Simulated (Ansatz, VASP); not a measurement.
Re in VASP and in Ansatz

File INCAR:

```
SYSTEM = Re
PREC = Accurate ; ENCUT = 520
EDIFF = 1E-6 ; ISMEAR = 0
SIGMA = 0.011 ; LREAL = .FALSE.
LASPH = .TRUE. ; NELM = 60
ALGO = Normal ; ISIF = 2
LWAVE = .FALSE. ; LCHARG = .TRUE.
GGA = PE ; LELF = .TRUE.
LVHAR = .TRUE. ; NBANDS = 22
```

KPOINTS

```
Automatic mesh
0
G
  11 11 3
  0 0 0
```

POSCAR

```
Re
1.0
    2.7663873939      0.0000000000      0.0000000000
   -1.3831936969      2.3957617598      0.0000000000
    0.0000000000      0.0000000000      8.9388451600
Re
4
Direct
    0.6666666667      0.3333333333      0.7500000000
    0.0000000000      0.0000000000      0.5000000000
    0.3333333333      0.6666666667      0.2500000000
    0.0000000000      0.0000000000      0.0000000000
```

File input.yaml:

```yaml
crystal:
  lattice:
    - [2.7663873939, 0.0, 0.0]
    - [-1.3831936969, 2.3957617598, 0.0]
    - [0.0, 0.0, 8.93884516]
  atoms:
    - { symbol: Re, position: [0.6666666667, 0.3333333333, 0.75] }
    - { symbol: Re, position: [0.0, 0.0, 0.5] }
    - { symbol: Re, position: [0.3333333333, 0.6666666667, 0.25] }
    - { symbol: Re, position: [0.0, 0.0, 0.0] }
hamiltonian:
  xc: pbe
  pseudopotentials: { kind: paw }
kpoints:
  mp_grid: { grid: [11, 11, 3] }
scf:
  occupations: { method: gaussian, width: 0.011 }
output:
  forces: true
  stress: true
  eigenvalues: true
```

Alike in both runs: task single point; functional PBE; k mesh 11 × 11 × 3; occupations gaussian, width 0.011 eV; no spin polarisation.

|  | VASP | Ansatz |
| --- | --- | --- |
| version | VASP 6.6.1 | Ansatz 0.2.0 |
| potentials or method | VASP PAW PBE potentials, release 64 (Re) | Ansatz PAW |
| plane-wave cutoff (eV) | 520 | 420 |
| valence electrons in the cell | 28 | 60 |

```tsv
	VASP	Ansatz	Ansatz less VASP
gap on the k mesh at the Fermi level (eV)	none	none	-
pressure (GPa)	3.0	3.4	+0.44
traceless stress, the component that is largest in VASP (GPa)	0.45	0.42	-0.032
```

A gap of «none» marks a metal or a gap that the smearing closes. With one functional, cell and mesh, what is left measures potentials, basis and numerics. VASP's potentials hold 28 valence electrons a cell and Ansatz's 60, so a difference there can come from the potentials and not from the codes.

Spin-orbit coupling is off throughout.
